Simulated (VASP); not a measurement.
# LiF (Fm-3m) in VASP: settings compared, part 2 of 2

VASP 6.6.1.

### Step 4. Single point, PBE

INCAR

```
PREC = Accurate
ENCUT = 520
EDIFF = 1E-6
ISMEAR = 0
SIGMA = 0.05
LREAL = F
LASPH = T
NELM = 100
ALGO = Normal
ISIF = 2
LWAVE = F
LCHARG = T
GGA = PE
LELF = T
LVHAR = T
NBANDS = 12
```

KPOINTS

```
regular mesh
0
Gamma
  6 6 6
```

POSCAR

```
LiF
1.0
    0.0000000000      2.0140017468      2.0140017468
    2.0140017468      0.0000000000      2.0140017468
    2.0140017468      2.0140017468      0.0000000000
Li F
1 1
Direct
    0.0000000000      0.0000000000      0.0000000000
    0.5000000000      0.5000000000      0.5000000000
```

Potentials or basis: VASP PAW PBE potentials, release 64 (Li_sv, F).

Launch:

```sh
$ cat potpaw_PBE.64/Li_sv/POTCAR potpaw_PBE.64/F/POTCAR > POTCAR
$ mpirun -np 1 vasp_std > vasp.out
```

OUTCAR:

```text
PREC = Accurate
   ENCUT = 520
   EDIFF = 1E-6
   ISMEAR = 0
   LREAL = F
   LASPH = T
   NELM = 100
   ISIF = 2
   GGA = PE

 ion  position               nearest neighbor table
   1  0.000  0.000  0.000-   2 2.01   2 2.01   2 2.01   2 2.01   2 2.01   2 2.01
   2  0.500  0.500  0.500-   1 2.01   1 2.01   1 2.01   1 2.01   1 2.01   1 2.01

  LATTYP: Found a face centered cubic cell.
 ALAT       =     4.0280034936

  Lattice vectors:

 A1 = (   0.0000000000,   2.0140017468,   2.0140017468)
 A2 = (   2.0140017468,   0.0000000000,   2.0140017468)
 A3 = (   2.0140017468,   2.0140017468,   0.0000000000)

Analysis of symmetry for initial positions (statically):
=====================================================================
 Subroutine PRICEL returns:
 Original cell was already a primitive cell.

 Routine SETGRP: Setting up the symmetry group for a
 face centered cubic supercell.

 Subroutine GETGRP returns: Found 48 space group operations
 (whereof 48 operations were pure point group operations)
 out of a pool of 48 trial point group operations.

The static configuration has the point symmetry O_h .

Analysis of symmetry for dynamics (positions and initial velocities):
=====================================================================
 Subroutine PRICEL returns:
 Original cell was already a primitive cell.

 Routine SETGRP: Setting up the symmetry group for a
 face centered cubic supercell.

 Subroutine GETGRP returns: Found 48 space group operations
 (whereof 48 operations were pure point group operations)
 out of a pool of 48 trial point group operations.

The dynamic configuration has the point symmetry O_h .

 Subroutine INISYM returns: Found 48 space group operations
 (whereof 48 operations are pure point group operations),
 and found     1 'primitive' translations

----------------------------------------------------------------------------------------

                                     Primitive cell

  volume of cell :      16.3384

  direct lattice vectors                    reciprocal lattice vectors
     0.000000000  2.014001747  2.014001747    -0.248261950  0.248261950  0.248261950
     2.014001747  0.000000000  2.014001747     0.248261950 -0.248261950  0.248261950
     2.014001747  2.014001747  0.000000000     0.248261950  0.248261950 -0.248261950

  length of vectors
     2.848228585  2.848228585  2.848228585     0.430002310  0.430002310  0.430002310

  position of ions in fractional coordinates (direct lattice)
     0.000000000  0.000000000  0.000000000
     0.500000000  0.500000000  0.500000000

  ion indices of the primitive-cell ions
   primitive index   ion index
                 1           1
                 2           2

----------------------------------------------------------------------------------------

 KPOINTS: regular mesh

Automatic generation of k-mesh.
 Grid dimensions read from file:
 generate k-points for:    6    6    6

 Generating k-lattice:

  Cartesian coordinates                     Fractional coordinates (reciprocal lattice)
    -0.041376992  0.041376992  0.041376992     0.166666667  0.000000000  0.000000000
[... 32 lines left out ...]
   k-points           NKPTS =     16   k-points in BZ     NKDIM =     16   number of bands    NBANDS=     12
   number of dos      NEDOS =    301   number of ions     NIONS =      2
   total plane-waves  NPLWV =  13824
   dimension x,y,z NGX =    24 NGY =   24 NGZ =   24
   dimension x,y,z NGXF=    48 NGYF=   48 NGZF=   48
   ions per type =               1   1
   NGX,Y,Z   is equivalent  to a cutoff of  14.01, 14.01, 14.01 a.u.
   NGXF,Y,Z  is equivalent  to a cutoff of  28.02, 28.02, 28.02 a.u.
 SYSTEM =  unknown system
   PREC   = accura    normal or accurate (medium, high low for compatibility)
   ISTART =      0    job   : 0-new  1-cont  2-samecut
   ICHARG =      2    charge: 1-file 2-atom 10-const
   ISPIN  =      1    spin polarized calculation?
   LNONCOLLINEAR =      F non collinear calculations
   LSORBIT =      F    spin-orbit coupling
   LASPH  =      T    aspherical Exc in radial PAW
   ENCUT  =  520.0 eV  38.22 Ry    6.18 a.u.   5.30  5.30  5.30*2*pi/ulx,y,z
   NELM   =    100;   NELMIN=  2; NELMDL= -5     # of ELM steps
   EDIFF  = 0.1E-05   stopping-criterion for ELM
   LREAL  =      F    real-space projection
   EDIFFG = 0.1E-04   stopping-criterion for IOM
   NSW    =      0    number of steps for IOM
   IBRION =     -1    ionic relax: 0-MD 1-quasi-New 2-CG
   NFREE  =      0    steps in history (QN), initial steepest desc. (CG)
   ISIF   =      2    stress and relaxation
   ISYM   =      2    0-nonsym 1-usesym 2-fastsym
   POTIM  = 0.5000    time-step for ionic-motion
   TEBEG  =    0.0;   TEEND  =   0.0 temperature during run
   PSTRESS=    0.0 pullay stress
   NELECT =      10.0000    total number of electrons
   NUPDOWN=      -1.0000    fix difference up-down
   EMIN   =  10.00;   EMAX   =-10.00  energy-range for DOS
   EFERMI =   0.00;   METHOD = LEGACY
   ISMEAR =     0;   SIGMA  =   0.05  broadening in eV -4-tet -1-fermi 0-gaus
   EFERMI_NEDOS =   21; number of points for ismear=-14 and -15
   IALGO  =     38    algorithm
   IMIX   =      4    mixing-type and parameters
     AMIX     =   0.40;   BMIX     =  1.00
     AMIX_MAG =   1.60;   BMIX_MAG =  1.00
  volume/ion in A,a.u.               =       8.17        55.13
  Fermi-wavevector in a.u.,A,eV,Ry     =   1.389969  2.626660 26.286629  1.932013
  Thomas-Fermi vector in A             =   2.513949
   LORBIT       =      0    0 simple, 1 ext, 2 COOP (PROOUT), +10 PAW based schemes
   GGA     = PE    functional components
   LHFCALC =     F    Hartree Fock is set to
   AEXX    =    0.0000 exact exchange contribution
   IVDW    =     0    specifies the selected vdW correction
   LEPSILON=     F    determine dielectric tensor
   LRPA    =     F    only Hartree local field effects (RPA)
 non-spin polarized calculation
 Gauss-broadening in eV      SIGMA  =   0.05
  energy-cutoff  :      520.00
  volume of cell :       16.34
 maximum number of plane-waves:       459
 NGX is ok and might be reduce to    24
   NGX = 11   NGY = 11   NGZ = 11

 number of electron      10.0000000 magnetization

 number of electron       9.9999992 magnetization

 Free energy of the ion-electron system (eV)
  ---------------------------------------------------
  ext. energy  EPLUGINS =         0.00000000
  ---------------------------------------------------
  free energy    TOTEN  =        -9.63755116 eV

  energy without entropy =       -9.63755116  energy(sigma->0) =       -9.63755116

 E-fermi :  -0.5942     XC(G=0):  -9.9824

 val. band max:       -1.0185591195   @ k =   0.0000   0.0000   0.0000
 cond. band min:       8.0685507422   @ k =   0.0000   0.0000   0.0000
 fundamental gap:      9.0871098617
 Fermi energy:        -0.5941625982

 k-point     1 :       0.0000    0.0000    0.0000
  band No.  band energies     occupation
      1     -41.9391      2.00000
      2     -20.9935      2.00000
      3      -1.0186      2.00000
      4      -1.0186      2.00000
      5      -1.0186      2.00000
      6       8.0686      0.00000
      7      22.9473      0.00000
      8      22.9473      0.00000
      9      22.9473      0.00000
     10      23.3053      0.00000
     11      23.3053      0.00000
     12      23.3053      0.00000
[... 211 lines left out ...]
 k-point    16 :      -0.3333    0.5000    0.1667
  band No.  band energies     occupation
      1     -41.8646      2.00000
      2     -20.3130      2.00000
      3      -3.5746      2.00000
      4      -2.5771      2.00000
      5      -1.8652      2.00000
      6      13.8615      0.00000
      7      14.4130      0.00000
      8      16.4231      0.00000
      9      18.4612      0.00000
     10      22.9355      0.00000
     11      30.5914      0.00000
     12      32.8395      0.00000

------------------------ aborting loop because EDIFF is reached ----------------------------------------

  FORCE on cell =-STRESS in cart. coord.  units (eV):
  Direction    XX          YY          ZZ          XY          YZ          ZX
  --------------------------------------------------------------------------------------
  -------------------------------------------------------------------------------------
  Total        0.1688788      0.1688788      0.1688788      0.0000000     -0.0000000     -0.0000000
  in kB       16.5606033     16.5606033     16.5606033      0.0000000     -0.0000000     -0.0000000
  external PRESSURE =      16.5606033 kB  Pullay stress =       0.0000000 kB

 VOLUME and BASIS-vectors are now :
 -----------------------------------------------------------------------------
  energy-cutoff  :      520.00
  volume of cell :       16.34
      direct lattice vectors                 reciprocal lattice vectors
     0.000000000  2.014001747  2.014001747    -0.248261950  0.248261950  0.248261950
     2.014001747  0.000000000  2.014001747     0.248261950 -0.248261950  0.248261950
     2.014001747  2.014001747  0.000000000     0.248261950  0.248261950 -0.248261950

 POSITION                                       TOTAL-FORCE (eV/Angst)
 -----------------------------------------------------------------------------------
      0.00000      0.00000      0.00000        -0.000000     -0.000000      0.000000
      2.01400      2.01400      2.01400         0.000000      0.000000     -0.000000
 -----------------------------------------------------------------------------------
    total drift:                               -0.000000     -0.000000      0.000000

  FREE ENERGIE OF THE ION-ELECTRON SYSTEM (eV)
  ---------------------------------------------------
  free  energy   TOTEN  =        -9.6375511590 eV

  energy  without entropy=       -9.6375511590  energy(sigma->0) =       -9.63755116
```

stdout:

```text
POSCAR found type information on POSCAR LiF
 POSCAR found :  2 types and       2 ions
 scaLAPACK will be used
 LDA part: xc-table for (Slater+PW92), standard interpolation
 POSCAR, INCAR and KPOINTS ok, starting setup
 FFT: planning ... GRIDC
 FFT: planning ... GRID_SOFT
 FFT: planning ... GRID
 WAVECAR not read
 entering main loop
```

It took 10 s on 1 thread of Oxide Virtual Turin-like, shared host; peak memory 0.09 GiB.

What came out:

```yaml
Free_energy: -9.6376 eV
Band_gap_on_the_k_mesh: 9.09 eV
```

Caveat: the k points lie up to 0.45 Å⁻¹ apart; the cutoff is under 1.25 times the usual one of these potentials, so pressure, stress and relaxed cells hold a basis-set (Pulay) error. As with any semilocal functional, this PBE gap is likely too small.

### Step 5. Single point, B3LYP

POSCAR is that of step 4.

INCAR.step1

```
ALGO = Normal
EDIFF = 1E-5
ENCUT = 520
GGA = PE
ISIF = 2
ISMEAR = 0
LASPH = True
LCHARG = False
LREAL = False
LWAVE = True
NBANDS = 12
NELM = 100
PREC = Accurate
SIGMA = 0.05
```

INCAR.step2

```
AEXX = 0.2
AGGAC = 0.81
AGGAX = 0.72
ALDAC = 0.19
ALGO = Normal
EDIFF = 1E-6
ENCUT = 520
GGA = B3
ISIF = 2
ISMEAR = 0
ISTART = 1
LASPH = True
LCHARG = False
LHFCALC = True
LREAL = False
LWAVE = False
NBANDS = 12
NELM = 100
PREC = Accurate
PRECFOCK = Normal
SIGMA = 0.05
```

KPOINTS

```
k-points
0
Gamma
  6 6 6
```

Launch:

```sh
$ cat potpaw_PBE.64/Li_sv/POTCAR potpaw_PBE.64/F/POTCAR > POTCAR
$ cp INCAR.step1 INCAR
$ mpirun -np 1 vasp_std > vasp.out
$ cp INCAR.step2 INCAR
$ mpirun -np 1 vasp_std > vasp.out
```

Run time: 2.8 min. Hardware: 1 thread of Oxide Virtual Turin-like, shared host; peak memory 0.1 GiB.

Results (log left out):

| Item | Value |
| --- | --- |
| Free energy | -11.4826 eV |
| Band gap on the k mesh | 11.71 eV |

Levels at points of the mesh, in eV from the valence-band top:
| k point | band 3 | band 4 | band 5 | band 6 | band 7 | band 8 |
| --- | --- | --- | --- | --- | --- | --- |
| (0.00, 0.00, 0.00) | 0.00 | 0.00 | 0.00 | 11.71 | 26.61 | 26.61 |
| (0.50, 0.00, 0.00) | -2.62 | -0.24 | -0.24 | 13.38 | 19.62 | 21.47 |
| (0.50, 0.50, 0.00) | -3.09 | -1.04 | -1.04 | 17.61 | 19.15 | 20.13 |

Caveat: the k points lie up to 0.45 Å⁻¹ apart; the cutoff is under 1.25 times the usual one of these potentials, so pressure, stress and relaxed cells hold a basis-set (Pulay) error; the PAW data sets were made with another functional, which shifts forces and pressure a little.

### Step 6. Overview

```csv
level,k mesh,cutoff (eV),grid for exact exchange (PRECFOCK),share of exact exchange,gap on the mesh (eV),pressure (GPa)
PBE,10 × 10 × 10,750,-,-,9.08,1.4
PBE+D3(BJ),10 × 10 × 10,750,-,-,9.08,-2.2
PBE,6 × 6 × 6,520,-,-,9.09,-
B3LYP,6 × 6 × 6,520,Normal,0.2,11.71,-
```

Alike in all rows: task single point; potentials or basis VASP PAW PBE potentials, release 64 (Li_sv, F); no spin polarisation; cell as given; smearing gaussian 0.05 eV.

Caveats: some runs use coarse meshes; the cutoff is under 1.25 times the usual one of these potentials, so pressure, stress and relaxed cells hold a basis-set (Pulay) error (at least some runs); the PAW data sets were made with another functional, which shifts forces and pressure a little (at least some runs).

Total energies depend on the potentials used, so only differences within one code and one set of settings carry meaning.
